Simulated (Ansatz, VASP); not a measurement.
**One calculation of PbO, two programs**

POSCAR

```
PbO
1.0
    4.2384185708      0.0000000000      0.0000000000
   -2.1192092854      3.6705781542      0.0000000000
    0.0000000000      0.0000000000      5.6779590197
Pb O
2 2
Direct
    0.3333333333      0.6666666667     -0.0195315528
    0.6666666667      0.3333333333      0.4804684472
    0.3333333333      0.6666666667      0.3945315528
    0.6666666667      0.3333333333      0.8945315528
```

The input INCAR.step1:

```
SYSTEM = PbO
  PREC = Accurate
  ENCUT = 520
  ISMEAR = 0
  SIGMA = 0.01
  LREAL = .False.
  LASPH = .True.
  NELM = 80
  NBANDS = 28
  GGA = PE
  ALGO = Normal
  EDIFF = 1E-4
  LWAVE = .True.
  LCHARG = .False.
```

File INCAR.step2:

```
SYSTEM = PbO
  PREC = Accurate
  ENCUT = 520
  EDIFF = 1E-6
  ISMEAR = 0
  SIGMA = 0.01
  LREAL = .False.
  LASPH = .True.
  NELM = 80
  ALGO = Normal
  ISIF = 2
  LWAVE = .False.
  LCHARG = .False.
  METAGGA = R2SCAN
  LMIXTAU = .True.
  NBANDS = 28
  ISTART = 1
```

The input KPOINTS:

```
Automatic mesh
0
Gamma
  6 6 4
  0 0 0
```

Input for Ansatz:

```yaml
crystal:
  lattice:
    - [4.2384185708, 0.0, 0.0]
    - [-2.1192092854, 3.6705781542, 0.0]
    - [0.0, 0.0, 5.6779590197]
  atoms:
    - { symbol: Pb, position: [0.3333333333, 0.6666666667, -0.0195315528] }
    - { symbol: Pb, position: [0.6666666667, 0.3333333333, 0.4804684472] }
    - { symbol: O, position: [0.3333333333, 0.6666666667, 0.3945315528] }
    - { symbol: O, position: [0.6666666667, 0.3333333333, 0.8945315528] }
kpoints:
  mp_grid: { grid: [6, 6, 4] }
hamiltonian:
  xc: r2scan
scf:
  occupations: { method: fixed }
  n_extra_bands: 5
output:
  forces: true
  stress: true
  eigenvalues: true
```

Alike in both runs: task single point; functional r2SCAN; k mesh 6 × 6 × 4; no spin polarisation.

|  | VASP | Ansatz |
| --- | --- | --- |
| version | VASP 6.6.1 | Ansatz 0.2.0 |
| potentials or method | VASP PAW PBE potentials, release 64 (Pb_d, O) | plane waves, PAW |
| plane-wave cutoff (eV) | 520 | 500 |
| occupations | gaussian, width 0.01 eV | fixed |
| valence electrons in the cell | 40 | 40 |

|  | VASP | Ansatz | Ansatz less VASP |
| --- | --- | --- | --- |
| gap on the k mesh at the Fermi level (eV) | 2.07 | 2.07 | -0.001 |
| pressure (GPa) | -1.8 | -2.1 | -0.22 |
| traceless stress, the component that is largest in VASP (GPa) | -0.01 | -0.10 | -0.089 |
| rms of the force components (eV/Å) | 0.027 | 0.047 | +0.0198 |

VASP's potentials were made for PBE, not for r2SCAN. Atom by atom the forces differ by 0.020 eV/Å (rms over components).

Neither program's run includes spin-orbit coupling.
